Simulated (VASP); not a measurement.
# Ti6Si in VASP: notebook, part 2 of 2

VASP 6.6.1. Earlier steps stand in the parts before.

### Step 3. Single point, PBE

The input, INCAR:

```
PREC     = Accurate       # precision mode
ENCUT    = 520            # plane-wave cutoff, eV
EDIFF    = 1E-6           # SCF threshold, eV
ISMEAR   = 0              # smearing method
SIGMA    = 0.1            # smearing width, eV
LREAL    = F              # projectors in reciprocal space
LASPH    = T              # aspherical terms in the spheres
NELM     = 60             # most SCF steps
ALGO     = Normal         # electronic algorithm
ISIF     = 2              # what is computed and relaxed
LWAVE    = F              # write WAVECAR
LCHARG   = F              # write CHGCAR
LDIPOL   = T            
IDIPOL   = 3            
DIPOL    = 0.5 0.5 0.367
GGA      = PE             # functional
NBANDS   = 47             # bands
```

The input, KPOINTS:

```
Automatic mesh
0
Gamma
  9 6 1
```

The input, POSCAR:

```
Ti6Si
1.0
    2.8319727849      0.0000000000      0.0000000000
    0.0000000000      4.5793473376      0.0000000000
    0.0000000000      0.0000000000     22.0506931396
Ti Si
6 1
Direct
    0.5000000000      0.0000000000      0.1814001934
    0.0000000000      0.5000000000      0.2413504045
    0.5000000000      0.0000000000      0.3013006156
    0.5000000000      0.5000000000      0.3625816749
    0.0000000000      0.0000000000      0.4208168374
    0.5000000000      0.5000000000      0.4784744440
    0.8333333333      0.5000000000      0.5804674299
```

Potentials or basis: VASP PAW PBE potentials, release 64 (Ti_sv, Si).

Launch:

```bash
cat potpaw_PBE.64/Ti_sv/POTCAR potpaw_PBE.64/Si/POTCAR > POTCAR
mpirun -np 1 vasp_std > vasp.out
```

Wall time 6.8 min (1 thread of Intel Xeon 6975P-C (Granite Rapids), shared host); peak memory 0.46 GiB.

Results (log left out):

| Quantity | Value |
| --- | --- |
| Free energy | -48.1992 eV |
| Largest force | 0.830 eV/Å |
| Band gap on the k mesh | zero (bands 38 and 39 overlap by 0.19 eV) |

Forces in eV/Å, atoms in the order of the input:
```
Ti   0.006  0.000  0.385
Ti   0.001  0.000 -0.010
Ti  -0.002  0.000 -0.427
Ti  -0.029  0.000  0.178
Ti   0.001  0.000 -0.170
Ti  -0.806  0.000  0.031
Si   0.830  0.000  0.013
```

Levels at points of the mesh, in eV from the Fermi level:
| k point | band 35 | band 36 | band 37 | band 38 | band 39 | band 40 | band 41 | band 42 |
| --- | --- | --- | --- | --- | --- | --- | --- | --- |
| (0.00, 0.00, 0.00) | -0.65 | -0.44 | -0.28 | -0.10 | 0.17 | 0.26 | 0.31 | 0.39 |
| (0.00, 0.50, 0.00) | -0.48 | -0.25 | -0.20 | -0.11 | 0.11 | 0.27 | 0.35 | 0.52 |

### Step 4. Single point, PBE

The input, INCAR:

```
SYSTEM = Ti6Si
ALGO = Normal ; DIPOL = 0.5 0.5 0.361
EDIFF = 1E-6 ; ENCUT = 520
GGA = PE ; IDIPOL = 3
ISIF = 2 ; ISMEAR = 0
LASPH = .True. ; LCHARG = .False.
LDIPOL = .True. ; LREAL = .False.
LWAVE = .False. ; NBANDS = 47
NELM = 60 ; PREC = Accurate
SIGMA = 0.1
```

The input, KPOINTS:

```
k-points
0
Gamma
  9 6 1
  0 0 0
```

Changes to POSCAR since step 3:

```diff
@@ -14,2 +14,2 @@
     0.5000000000      0.5000000000      0.4784744440
-    0.8333333333      0.5000000000      0.5804674299
+    0.5000000000      0.9000000000      0.5411143213
```

Launch:

```bash
cat potpaw_PBE.64/Ti_sv/POTCAR potpaw_PBE.64/Si/POTCAR > POTCAR
mpirun -np 1 vasp_std > vasp.out
```

Wall time 4.4 min (1 thread of Intel Xeon 6975P-C (Granite Rapids), shared host); peak memory 0.47 GiB.

Results (log left out):

```yaml
Free_energy: -49.1105 eV
Largest_force: 2.489 eV/Å
Band_gap_on_the_k_mesh: zero (bands 38 and 39 overlap by 0.16 eV)
```

Forces in eV/Å, atoms in the order of the input:
```
Ti   0.000  0.027  0.359
Ti   0.000 -0.011  0.036
Ti   0.000 -0.059 -0.323
Ti   0.000  0.010 -0.312
Ti   0.000 -0.440  0.593
Ti   0.000 -2.016 -0.358
Si   0.000  2.489  0.005
```

Levels at points of the mesh, in eV from the Fermi level:
```tsv
k point	band 34	band 35	band 36	band 37	band 38	band 39	band 40	band 41	band 42	band 43
(0.00, 0.00, 0.00)	-0.77	-0.69	-0.46	-0.20	-0.08	0.21	0.24	0.30	0.53	0.81
(0.00, 0.50, 0.00)	-0.58	-0.50	-0.29	-0.26	-0.18	0.06	0.26	0.29	0.39	0.53
```

### Step 5. Single point, PBE

The input, INCAR:

```
SYSTEM = Ti6Si
  PREC = Accurate
  ENCUT = 520
  EDIFF = 1E-6
  ISMEAR = 0
  SIGMA = 0.1
  LREAL = .False.
  LASPH = .True.
  NELM = 100
  ALGO = Normal
  ISIF = 2
  LWAVE = .False.
  LCHARG = .False.
  LDIPOL = .True.
  IDIPOL = 3
  DIPOL = 0.5 0.5 0.368
  GGA = PE
  NBANDS = 47
```

The input, KPOINTS:

```
regular mesh
0
Gamma
  9 6 1
  0 0 0
```

Changes to POSCAR since step 4:

```diff
@@ -14,2 +14,2 @@
     0.5000000000      0.5000000000      0.4784744440
-    0.5000000000      0.9000000000      0.5411143213
+    0.5000000000      0.6000000000      0.5901428240
```

Potentials or basis: VASP PAW PBE potentials, release 64 (Ti_sv, Si).

Launch:

```bash
cat potpaw_PBE.64/Ti_sv/POTCAR potpaw_PBE.64/Si/POTCAR > POTCAR
mpirun -np 1 vasp_std > vasp.out
```

OUTCAR:

```text
SYSTEM = Ti6Si
   PREC = Accurate
   ENCUT = 520
   EDIFF = 1E-6
   ISMEAR = 0
   LREAL = .False.
   LASPH = .True.
   NELM = 100
   ISIF = 2
   GGA = PE

 ion  position               nearest neighbor table
   1  0.500  0.000  0.181-   3 2.64
   2  0.000  0.500  0.241-
   3  0.500  0.000  0.301-   1 2.64   4 2.66   4 2.66
   4  0.500  0.500  0.363-   6 2.56   3 2.66   3 2.66
   5  0.000  0.000  0.421-
   6  0.500  0.500  0.478-   7 2.50   4 2.56
   7  0.500  0.600  0.590-   6 2.50

  LATTYP: Found a simple orthorhombic cell.
 ALAT       =     2.8319727849
 B/A-ratio  =     1.6170167178
[... 1207 lines left out ...]
  Total       -5.0086048     -5.4531996     -1.1141249      0.0000000      0.5355970      0.0000000
  in kB      -28.0616008    -30.5525223     -6.2420832      0.0000000      3.0007779      0.0000000
  external PRESSURE =     -21.6187354 kB  Pullay stress =       0.0000000 kB

 VOLUME and BASIS-vectors are now :
 -----------------------------------------------------------------------------
  energy-cutoff  :      520.00
  volume of cell :      285.97
      direct lattice vectors                 reciprocal lattice vectors
     2.831972785  0.000000000  0.000000000     0.353110738  0.000000000  0.000000000
     0.000000000  4.579347338  0.000000000     0.000000000  0.218371730  0.000000000
     0.000000000  0.000000000 22.050693140     0.000000000  0.000000000  0.045350048

 POSITION                                       TOTAL-FORCE (eV/Angst)
 -----------------------------------------------------------------------------------
      1.41599      0.00000      4.00000         0.000000      0.013044      0.382470
      0.00000      2.28967      5.32194         0.000000      0.001386      0.008873
      1.41599      0.00000      6.64389         0.000000     -0.029159     -0.425980
      1.41599      2.28967      7.99518         0.000000      0.051423      0.094313
      0.00000      0.00000      9.27930         0.000000     -0.111396     -0.038199
      1.41599      2.28967     10.55069         0.000000     -0.130007     -0.020688
      1.41599      2.74761     13.01306         0.000000      0.204709     -0.000789
 -----------------------------------------------------------------------------------
    total drift:                                0.000000     -0.000045      0.000501

  FREE ENERGIE OF THE ION-ELECTRON SYSTEM (eV)
  ---------------------------------------------------
  free  energy   TOTEN  =       -47.7918121466 eV

  energy  without entropy=      -47.7409604247  energy(sigma->0) =      -47.76638629

 vacuum level on the upper side and lower side of the slab         5.965         4.326
```

OSZICAR:

```text
N       E                     dE             d eps       ncg     rms          rms(c)
DAV:   1     0.935353533356E+03    0.93535E+03   -0.40524E+04  2088   0.163E+03
DAV:   2     0.755515484845E+02   -0.85980E+03   -0.84424E+03  1929   0.522E+02
DAV:   3    -0.316028891241E+02   -0.10715E+03   -0.10418E+03  3072   0.162E+02
[... 25 lines left out ...]
DAV:  29    -0.477917924169E+02   -0.13028E-04   -0.19960E-06  1632   0.102E-02    0.375E-03
DAV:  30    -0.477918056122E+02   -0.13195E-04   -0.19093E-06  1698   0.702E-03    0.370E-03
DAV:  31    -0.477918087661E+02   -0.31539E-05   -0.39871E-07  1385   0.360E-03    0.276E-03
DAV:  32    -0.477918111703E+02   -0.24042E-05   -0.35733E-07  1367   0.247E-03    0.187E-03
DAV:  33    -0.477918121466E+02   -0.97625E-06   -0.32131E-07  1326   0.269E-03
   1 F= -.47791812E+02 E0= -.47766386E+02  d E =-.508517E-01
```

stdout:

```text
POSCAR found type information on POSCAR TiSi
 POSCAR found :  2 types and       7 ions
 scaLAPACK will be used
 LDA part: xc-table for (Slater+PW92), standard interpolation
 POSCAR, INCAR and KPOINTS ok, starting setup
 FFT: planning ... GRIDC
 FFT: planning ... GRID_SOFT
 FFT: planning ... GRID
 WAVECAR not read
 entering main loop
```

It took 4.8 min on 1 thread of Intel Xeon 6975P-C (Granite Rapids), shared host; peak memory 0.47 GiB.

What came out:

| Quantity | Value |
| --- | --- |
| Free energy | -47.7918 eV |
| Largest force | 0.427 eV/Å |
| Band gap on the k mesh | zero (bands 38 and 39 overlap by 0.17 eV) |

Forces on the atoms (eV/Å):
```
Ti   0.000  0.013  0.382
Ti   0.000  0.001  0.009
Ti   0.000 -0.029 -0.426
Ti   0.000  0.051  0.094
Ti   0.000 -0.111 -0.038
Ti   0.000 -0.130 -0.021
Si   0.000  0.205 -0.001
```

Levels at points of the mesh, in eV from the Fermi level:
```tsv
k point	band 35	band 36	band 37	band 38	band 39	band 40	band 41	band 42
(0.00, 0.00, 0.00)	-0.59	-0.56	-0.17	-0.09	0.11	0.25	0.37	0.47
(0.00, 0.50, 0.00)	-0.47	-0.28	-0.24	-0.05	0.14	0.28	0.36	0.52
```

### Step 6. Overview

| cell | gap on the mesh (eV) | largest force (eV/Å) |
| --- | --- | --- |
| as given, atomic positions A | none | 0.50 |
| as given, atomic positions B | none | 0.83 |
| as given, atomic positions C | none | 2.49 |
| as given, atomic positions D | none | 0.43 |

Alike in all rows: task single point; level PBE; potentials or basis VASP PAW PBE potentials, release 64 (Ti_sv, Si); no spin polarisation; k mesh 9 × 6 × 1; cutoff (eV) 520; smearing gaussian 0.1 eV.

Absolute energies hang on the potentials; compare differences alone.
